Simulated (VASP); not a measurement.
Runs of VASP 6.6.1 on GeCl2. The structure is that of space group Fm-3m (No. 225), or close to it. The cells are those of the table. 

```tsv
task	level	cell	cutoff (eV)	smearing	gap on the mesh (eV)	pressure (GPa)
single point	r2SCAN	a = 4.681 Å, angles 60.0°, 3 atoms	520	gaussian 0.02 eV	(a)	-1.1
single point	PBE	a = 4.687 Å, angles 60.0°, 3 atoms	520	gaussian 0.1 eV	2.68	-0.3
single point	PBE	a = 4.485 Å, angles 60.0°, 3 atoms	520	gaussian 0.02 eV	2.35	7.3
single point	PBE	a = 4.469 Å, angles 60.0°, 3 atoms	520	gaussian 0.1 eV	(b)	(c)
relaxation of cell and atoms	PBE	relaxed from a = 4.469 Å, angles 60.0°, 3 atoms	600	gaussian 0.1 eV	2.67	0.0
```

Alike in all rows: potentials or basis VASP PAW PBE potentials, release 64 (Ge_d, Cl); no spin polarisation; k mesh 6 × 6 × 6.

Problem. Estimate the missing entries.

Solution. (a) 2.94; (b) 2.31; (c) 8.1.

Caveats: the cell stands under pressure (at least some runs); the PAW data sets were made with another functional, which shifts forces and pressure a little (at least some runs).

A k mesh can miss the band edges, and the runs leave out spin-orbit coupling on Ge.
